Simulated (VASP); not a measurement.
Write the native input for VASP 6.6.1 that does the following.

```
Task                   : relaxation of cell and atoms
Functional             : PBE
Potentials or basis    : VASP PAW PBE potentials, release 64 (Ta_pv)
Cutoff                 : 600 eV
k mesh                 : 16 × 16 × 16
Occupations            : fermi-dirac, width 0.1 eV
Spin                   : no spin polarisation
Target pressure        : 19 GPa
Dipole correction      : no
Further INCAR settings : ALGO = Normal; EDIFF = 1e-06; IBRION = 2; EDIFFG = -0.005; NSW = 60; ISIF = 3
```

The structure of Ta lies in POSCAR:

```
Ta
1.0
   -2.5274329615      2.5274329615      1.3900881288
    2.5274329615     -2.5274329615      1.3900881288
    2.5274329615      2.5274329615     -1.3900881288
Ta
2
Direct
   -0.3750000000     -0.1250000000     -0.2500000000
    0.3750000000      0.1250000000      0.2500000000
```

One way to write it, as run:

INCAR

```
SYSTEM = Ta
PREC = Accurate ; ENCUT = 600
EDIFF = 1E-6 ; ISMEAR = -1
SIGMA = 0.1 ; LREAL = .FALSE.
LASPH = .TRUE. ; NELM = 100
ALGO = Normal ; ISIF = 3
LWAVE = .FALSE. ; LCHARG = .FALSE.
GGA = PE ; IBRION = 2
NSW = 60 ; EDIFFG = -0.005
PSTRESS = 190.0
```

KPOINTS

```
regular mesh
0
G
  16 16 16
  0 0 0
```

Potentials or basis: VASP PAW PBE potentials, release 64 (Ta_pv).

Command:

```sh
$ cat potpaw_PBE.64/Ta_pv/POTCAR > POTCAR
$ mpirun -np 1 vasp_std > vasp.out
```

It gave:

| Quantity | Value |
| --- | --- |
| Relaxed volume | 17.85 Å³/atom |
| Relaxed cell | a = 3.862 Å, b = 3.862 Å, c = 3.862 Å, α = 97.22°, β = 97.22°, γ = 138.49° |
| Space group after relaxing (to 0.1 Å) | I4_1/amd (No. 141) |
| Energy change on relaxing (the run minimises the enthalpy) | -17.0 meV/atom |
| Ionic steps | 5 |
| Pressure after relaxing | 19.0 GPa |
| Band gap on the k mesh | zero (bands 11 and 12 overlap by 1.60 eV) |

Caveat: the cell is relaxed towards a set pressure, so the run minimises the enthalpy, not the energy; spin-orbit coupling is left out, which moves the levels of the heavy elements.

It took 4.2 min on 1 thread of Intel(R) Xeon(R) 6975P-C (Granite Rapids), with other jobs on the host, peak memory 0.33 GiB.
